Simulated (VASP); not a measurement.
Write the native input for VASP 6.6.1 that does the following.

```yaml
Task: single point
Functional: PBEsol
Potentials_or_basis: VASP PAW PBE potentials, release 64 (W_sv, Se)
Cutoff: 520 eV
k_mesh: 12 × 12 × 2
Occupations: gaussian, width 0.05 eV
Spin: no spin polarisation
Dipole_correction: no
Further_INCAR_settings: ALGO = Normal; EDIFF = 1e-07; NBANDS = 20
```

The structure of WSe2 lies in POSCAR:

```
WSe2
1.0
    3.4114494262      0.0000000000      0.0000000000
   -1.7057247131      2.9544018668      0.0000000000
    0.0000000000      0.0000000000     15.7574204158
W Se
1 2
Direct
    0.0000000000      0.0000000000      0.0000000000
    0.3333333333      0.6666666667      0.0997865200
    0.3333333333      0.6666666667      0.9002134800
```

This cell differs from its parent crystal: ratio of the length along z to the lengths across it x 0.92, volume and fractional coordinates fixed.

These files were run (other wordings do the same):

INCAR

```
SYSTEM = WSe2
ALGO = Normal
EDIFF = 1E-7
ENCUT = 520
GGA = PS
ISIF = 2
ISMEAR = 0
LASPH = .TRUE.
LCHARG = .FALSE.
LREAL = .FALSE.
LWAVE = .FALSE.
NBANDS = 20
NELM = 80
PREC = Accurate
SIGMA = 0.05
```

KPOINTS

```
k-points
0
G
  12 12 2
  0 0 0
```

Potentials or basis: VASP PAW PBE potentials, release 64 (W_sv, Se).

The run is started by

```console
$ cat potpaw_PBE.64/W_sv/POTCAR potpaw_PBE.64/Se/POTCAR > POTCAR
$ mpirun -np 1 vasp_std > vasp.out
```

It gave:

| Item | Value |
| --- | --- |
| Largest force | 0.982 eV/Å |
| Band gap on the k mesh | 0.80 eV, indirect (least direct gap 1.11 eV) |

Caveat: the PAW data sets were made with another functional, which shifts forces and pressure a little; spin-orbit coupling is left out, which moves the levels of the heavy elements.

Run time: 100 s on 1 thread of Intel(R) Xeon(R) 6975P-C (Granite Rapids) (shared host), peak memory 0.35 GiB.
